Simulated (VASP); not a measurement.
Si2W, 3 atoms in the cell. The structure is tetragonal, space group I4/mmm (No. 139). The conventional cell has a = 3.214 Å, b = 3.214 Å, c = 7.986 Å, α = 90.00°, β = 90.00°, γ = 90.00°. W (site symmetry 4/mmm) has 10 Si at 2.63 to 2.67 Å and 4 W at 3.21 Å within 3.5 Å. Si (site symmetry 4mm) has 5 W at 2.63 to 2.67 Å and 9 Si at 2.64 to 3.21 Å within 3.5 Å. 

| Property | Result |
| --- | --- |
| Program | VASP 6.6.1 |
| Task | single point |
| Functional | PBEsol |
| Potentials or basis | VASP PAW PBE potentials, release 64 (W_sv, Si) |
| Cutoff | 520 eV |
| k mesh | 10 × 10 × 10 |
| Occupations | fermi-dirac, width 0.05 eV |
| Spin | no spin polarisation |
| Dipole correction | no |
| Further INCAR settings | ALGO = Normal; EDIFF = 1e-06; NBANDS = 18 |

Potentials or basis: VASP PAW PBE potentials, release 64 (W_sv, Si).

Command:

```sh
$ cat potpaw_PBE.64/W_sv/POTCAR potpaw_PBE.64/Si/POTCAR > POTCAR
$ mpirun -np 1 vasp_std > vasp.out
```

Hardware: 1 thread of Intel(R) Xeon(R) Platinum 8488C (Sapphire Rapids), on a shared host.

**Question.** How long does it take, and how much memory?

**Answer.** Run time: 51 s on 1 thread of Intel(R) Xeon(R) Platinum 8488C (Sapphire Rapids) (shared host), peak memory 0.24 GiB. Counts: scf iterations 12, k points 102.
